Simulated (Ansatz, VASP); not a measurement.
W in VASP and in Ansatz

```
W
1.0
    -1.58660    1.62369    1.62369
     1.62369   -1.58660    1.62369
     1.62369    1.62369   -1.58660
W
1
Direct
  0.00000 0.00000 0.00000
```

Change from the starting cell: equal engineering shear yz, xz and xy +0.0233, equal normal strain along x, y and z +0.0200.

Alike in both runs: task single point; functional PBE; k mesh 20 × 20 × 20; occupations gaussian, width 0.15 eV; no spin polarisation.

```csv
,VASP,Ansatz
version,VASP 6.6.1,Ansatz 0.2.0
potentials or method,"VASP PAW PBE potentials, release 64 (W_sv), cutoff 520 eV","scalar-relativistic, plane waves, PAW"
valence electrons in the cell,14,14
```

Ansatz gave:

* gap on the k mesh at the Fermi level (eV): none
* pressure (GPa): -15.6
* traceless stress, the component that is largest in VASP (GPa): -2.54

Task: What did VASP give for the same quantities?

Result: gap on the k mesh at the Fermi level (eV): none; pressure (GPa): -15.3; traceless stress, the component that is largest in VASP (GPa): -2.57.

A gap of «none» marks a metal or a gap that the smearing closes. The functional is the same, so the differences come from potentials, cutoffs and numerics.

Spin-orbit coupling is off throughout.
